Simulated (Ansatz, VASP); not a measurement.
## Cu: VASP beside Ansatz

File INCAR:

```
SYSTEM = Cu
PREC = Accurate ; ENCUT = 520
EDIFF = 1E-7 ; ISMEAR = 1
SIGMA = 0.1 ; LREAL = .False.
LASPH = .True. ; NELM = 60
ALGO = Normal ; ISIF = 2
LWAVE = .False. ; LCHARG = .True.
GGA = PS ; LELF = .True.
LVHAR = .True. ; NBANDS = 30
```

KPOINTS

```
Automatic mesh
0
Gamma
  10 10 3
  0 0 0
```

File POSCAR:

```
Cu
1.0
    2.5307640300      0.0000000000      0.0000000000
   -1.2653820100      2.1917059400      0.0000000000
    0.0000000000      0.0000000000      8.2618150800
Cu
4
Direct
    0.0000000000      0.0000000000      0.0000000000
    0.3333333296      0.6666666697      0.2500000000
    0.0000000000      0.0000000000      0.5000000000
    0.6552600308      0.3105200509      0.7500000000
```

Input for Ansatz:

```yaml
crystal:
  lattice:
    - [2.53076403, 0.0, 0.0]
    - [-1.26538201, 2.19170594, 0.0]
    - [0.0, 0.0, 8.26181508]
  atoms:
    - { symbol: Cu, position: [0.0, 0.0, 0.0] }
    - { symbol: Cu, position: [0.3333333295857175, 0.6666666697084374, 0.25] }
    - { symbol: Cu, position: [0.0, 0.0, 0.5] }
    - { symbol: Cu, position: [0.6552600307529348, 0.31052005087872325, 0.75] }
kpoints:
  mp_grid:
    grid: [10, 10, 3]
    shift: [0.0, 0.0, 0.0]
hamiltonian:
  xc: pbesol
  pseudopotentials:
    kind: paw
scf:
  occupations:
    method: methfessel_paxton
    width: 0.1
output:
  forces: true
```

Alike in both runs: task single point; functional PBEsol; k mesh 10 × 10 × 3; occupations methfessel-paxton of order 1, width 0.1 eV; no spin polarisation.

|  | VASP | Ansatz |
| --- | --- | --- |
| version | VASP 6.6.1 | Ansatz 0.2.0 |
| potentials or method | VASP PAW PBE potentials, release 64 (Cu) | plane waves, PAW |
| plane-wave cutoff (eV) | 520 | 420 |
| valence electrons in the cell | 44 | 76 |

```tsv
	VASP	Ansatz	Ansatz less VASP
rms of the force components (eV/Å)	0.024	0.024	+0.0001
```

VASP's potentials were made for PBE, not for PBEsol. Atom by atom the forces differ by 0.000 eV/Å (rms over components). VASP's potentials hold 44 valence electrons a cell and Ansatz's 76, so a difference there can come from the potentials and not from the codes.
